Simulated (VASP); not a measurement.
SiNi, 16 atoms in the cell. It takes space group Pnma (No. 62, orthorhombic). Conventional cell: a = 5.088 Å, b = 3.358 Å, c = 5.528 Å, α = 90.00°, β = 90.00°, γ = 90.00°. Si (site symmetry m) has 6 Ni at 2.26 to 2.38 Å and 2 Si at 2.65 Å within 3.0 Å. Ni (site symmetry m) has 6 Si at 2.26 to 2.38 Å and 4 Ni at 2.64 to 2.67 Å within 3.0 Å. 

- Program: VASP 6.6.1
- Task: single point
- Functional: PBEsol
- Potentials or basis: VASP PAW PBE potentials, release 64 (Si, Ni)
- Cutoff: 520 eV
- k mesh: 8 × 12 × 4
- Occupations: gaussian, width 0.15 eV
- Spin: no spin polarisation
- Dipole correction: no
- Further INCAR settings: LREAL = Auto; ALGO = Fast; EDIFF = 1e-06; NBANDS = 70

Potentials or basis: VASP PAW PBE potentials, release 64 (Si, Ni).

The run is started by

```bash
$ cat potpaw_PBE.64/Si/POTCAR potpaw_PBE.64/Ni/POTCAR > POTCAR
$ mpirun -np 1 vasp_std > vasp.out
```

Hardware: 1 thread of Oxide Virtual Turin-like Processor, on a shared host.

Question: Estimate the wall time of this run.

Answer: Run time: 62 min on 1 thread of Oxide Virtual Turin-like Processor (shared host), peak memory 0.82 GiB. Counts: scf iterations 22, k points 105.
